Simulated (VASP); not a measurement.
Mo: single point with PBE

Mo:

```xyz
1
Lattice="2.5852 -0.0401 0.0102 -1.3273 2.4771 0.0605 0.0093 0.0691 2.6335" Properties=species:S:1:pos:R:3 pbc="T T T"
Mo    0.0047    0.0345    1.3168
```

```
Program                : VASP 6.6.1
Task                   : single point
Functional             : PBE
Potentials or basis    : VASP PAW PBE potentials, release 64 (Mo_sv)
Cutoff                 : 520 eV
k mesh                 : 12 × 12 × 14
Occupations            : gaussian, width 0.15 eV
Spin                   : no spin polarisation
Dipole correction      : no
Further INCAR settings : ALGO = Fast; EDIFF = 1e-06; NBANDS = 13
```

The pressure is 3.8 GPa. The band gap on the k mesh is zero (band 7 reaches 12.71 eV, above the bottom of band 8 at 10.80 eV).

Stress tensor (GPa, compression positive):
```
 11.23  -1.47   0.74
 -1.47  10.28   5.36
  0.74   5.36 -10.25
```

Levels at points of the mesh, in eV from the Fermi level:
```tsv
k point	band 4	band 5	band 6	band 7	band 8	band 9	band 10	band 11
(0.00, 0.00, 0.00)	-34.27	-6.89	-4.35	-2.05	0.13	3.50	4.03	13.16
(0.50, 0.00, 0.00)	-34.36	-5.18	-2.75	0.24	1.63	2.70	4.57	11.08
(0.00, 0.50, 0.00)	-34.44	-5.00	-3.33	0.45	0.47	3.54	4.25	9.44
(0.50, 0.50, 0.00)	-34.37	-5.05	-2.87	0.21	1.26	2.95	4.19	10.75
(0.00, 0.00, 0.50)	-34.16	-4.12	-1.40	-0.41	0.70	0.78	1.48	8.87
(0.50, 0.00, 0.50)	-34.80	-5.32	-3.87	-0.72	4.66	5.92	6.31	7.82
(0.00, 0.50, 0.50)	-34.37	-5.36	-3.84	0.53	4.47	5.31	5.34	6.59
(0.50, 0.50, 0.50)	-34.67	-5.39	-3.81	-0.28	4.26	5.95	6.18	7.28
```

Run time: 66 s on 1 thread of Intel(R) Xeon(R) 6975P-C (Granite Rapids), with other jobs on the host, peak memory 0.3 GiB.
